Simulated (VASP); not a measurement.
**ZnS: single point with PBE**

**The experiment to reproduce.**

“Electronic, vibrational, and thermodynamic properties of ZnS (zincblende and rocksalt structure)”, 2009, arxiv:0911.5022 quotes, for a bulk crystal of ZnS at 19 K: band gap 3.85 eV (direct).

ZnS:

```
Zn S
1.0
     0.00000    2.72180    2.72180
     2.72180    0.00000    2.72180
     2.72180    2.72180    0.00000
Zn S
1 1
Direct
  0.00000 0.00000 0.00000
  0.75000 0.75000 0.75000
```

| Item | Value |
| --- | --- |
| Program | VASP 6.6.1 |
| Task | single point |
| Functional | PBE |
| Potentials or basis | VASP PAW PBE potentials, release 64 (Zn, S) |
| Cutoff | 520 eV |
| k mesh | 12 × 12 × 12 |
| Occupations | gaussian, width 0.05 eV |
| Spin | no spin polarisation |
| Dipole correction | no |
| Further INCAR settings | ALGO = Normal; EDIFF = 1e-06; NBANDS = 16 |

```
Pressure               : 0.1 GPa
Band gap on the k mesh : 2.02 eV, direct
```

Levels at points of the mesh, in eV from the valence-band top:
```csv
k point,band 5,band 6,band 7,band 8,band 9,band 10,band 11,band 12,band 13,band 14
"(0.00, 0.00, 0.00)",-5.78,-5.78,0.00,0.00,0.00,2.02,6.41,6.41,6.41,11.74
"(0.50, 0.00, 0.00)",-5.75,-5.59,-5.15,-0.83,-0.83,3.27,6.94,6.94,8.79,12.07
"(0.50, 0.50, 0.00)",-5.71,-5.57,-4.47,-2.14,-2.14,3.46,4.07,10.83,11.82,11.82
```

Wall time 94 s on 1 thread of AMD EPYC 7R13, with other jobs on the host, peak memory 0.17 GiB.

Against the measured gap of ZnS, 3.85 eV (direct; 19 K; quoted in “Electronic, vibrational, and thermodynamic properties of ZnS (zincblende and rocksalt structure)”, 2009, arxiv:0911.5022), the calculated 2.02 eV is off by -1.83 eV. The value is that of PBE on a finite k mesh, which can miss the band edges, without temperature or zero-point motion. Semilocal functionals fall short of measured gaps as a rule.
